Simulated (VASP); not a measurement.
P, 4 atoms in the cell. Symmetry: Cmce, No. 64, orthorhombic system. The conventional cell has a = 2.824 Å, b = 11.720 Å, c = 4.167 Å, α = 90.00°, β = 90.00°, γ = 90.00°. Within 2.7 Å of P (site symmetry m) lie 3 P at 2.05 to 2.56 Å.  This cell differs from its parent crystal: strain -0.1500 x Voigt [1, -1, 0, 0, 0, 0].

```yaml
Program: VASP 6.6.1
Task: single point
Functional: PBE
Dispersion: D3(BJ)
Potentials_or_basis: VASP PAW PBE potentials, release 64 (P)
Cutoff: 520 eV
k_mesh: 16 × 16 × 12
Occupations: gaussian, width 0.15 eV
Spin: no spin polarisation
Dipole_correction: no
Further_INCAR_settings: ALGO = Normal; EDIFF = 1e-06; NBANDS = 18
```

Potentials or basis: VASP PAW PBE potentials, release 64 (P).

Command:

```sh
$ cat potpaw_PBE.64/P/POTCAR > POTCAR
$ mpirun -np 1 vasp_std > vasp.out
```

Hardware: 1 thread of AMD EPYC 9R45 96-Core Processor (Zen 5), with other jobs on the host.

Question: How long does it take, and how much memory?

Answer: It took 6.3 min on 1 thread of AMD EPYC 9R45 96-Core Processor (Zen 5), on a shared host, peak memory 0.55 GiB. Counts: scf iterations 12, k points 511.
